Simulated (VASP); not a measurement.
Set up this calculation in VASP 6.6.1, as the native input.

- Task: single point
- Functional: PBE
- Potentials or basis: VASP PAW PBE potentials, release 64 (Re_sv_GW)
- Cutoff: 560 eV
- k mesh: 16 × 16 × 15
- Occupations: fermi-dirac, width 0.08 eV
- Spin: no spin polarisation
- Dipole correction: no
- Further INCAR settings: ALGO = Normal; EDIFF = 1e-06; NBANDS = 14

The structure of Re lies in POSCAR:

```
Re
1.0
    2.7641528354      0.0000000000      0.0000000000
   -1.3820764177      2.3938265754      0.0000000000
    0.0000000000      0.0000000000      2.4693650087
Re
1
Direct
    0.0000000000      0.0000000000      0.0000000000
```

This isn't the form of Re at room conditions, which is hcp.

The input as run:

INCAR

```
PREC     = Accurate       # precision mode
ENCUT    = 560            # plane-wave cutoff, eV
EDIFF    = 1E-6           # SCF threshold, eV
ISMEAR   = -1             # smearing method
SIGMA    = 0.08           # smearing width, eV
LREAL    = F              # projectors in reciprocal space
LASPH    = T              # aspherical terms in the spheres
NELM     = 120            # most SCF steps
ALGO     = Normal         # electronic algorithm
ISIF     = 2              # what is computed and relaxed
LWAVE    = F              # write WAVECAR
LCHARG   = F              # write CHGCAR
GGA      = PE             # functional
NBANDS   = 14             # bands
GGA_COMPAT= F
```

KPOINTS

```
Automatic mesh
0
Gamma
  16 16 15
```

Potentials or basis: VASP PAW PBE potentials, release 64 (Re_sv_GW).

Launch:

```console
$ cat potpaw_PBE.64/Re_sv_GW/POTCAR > POTCAR
$ mpirun -np 1 vasp_std > vasp.out
```

Results of the run:

```yaml
Pressure: -1.3 GPa
Band_gap_on_the_k_mesh: zero (an odd number of electrons rules out a gap without spin polarisation)
```

Caveat: spin-orbit coupling is left out, which moves the levels of the heavy elements.

It took 30 s on 1 thread of Intel(R) Xeon(R) Platinum 8259CL CPU @ 2.50GHz (Skylake/Cascade Lake) (shared host), peak memory 0.19 GiB.
